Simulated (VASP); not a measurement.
N2, in a box:

```
N
1.0
     9.00000    0.00000    0.00000
     0.00000    9.50000    0.00000
     0.00000    0.00000   10.00000
N
2
Direct
  0.50000 0.50000 0.44500
  0.50000 0.50000 0.55500
```

Base run:

```yaml
Program: VASP 6.6.1
Functional: PBEsol
Potentials_or_basis: VASP PAW PBE potentials, release 64 (N_h)
Cutoff: 910 eV
k_mesh: 1 × 1 × 1
Occupations: fermi-dirac, width 0.05 eV
Spin: no spin polarisation
```

Its results: gap between the frontier levels 8.24 eV; largest force 0.196 eV/Å.

**Question.** The run is repeated on the same cell with these changes: potentials or basis from VASP PAW PBE potentials, release 64 (N_h) to VASP PAW PBE potentials, release 64 (N); cutoff from 910 eV to 520 eV; further incar settings from ALGO = Normal; EDIFF = 1e-06; NBANDS = 12; NELMDL = -8 to ALGO = Normal; EDIFF = 1e-07; NBANDS = 12. What comes out?

**Answer.** Gap between the frontier levels 8.19 eV; largest force 1.859 eV/Å.

Caveats: the PAW data sets were made with another functional, which shifts forces and pressure a little; the standard files for N, O and F lose accuracy on very short bonds (some runs).

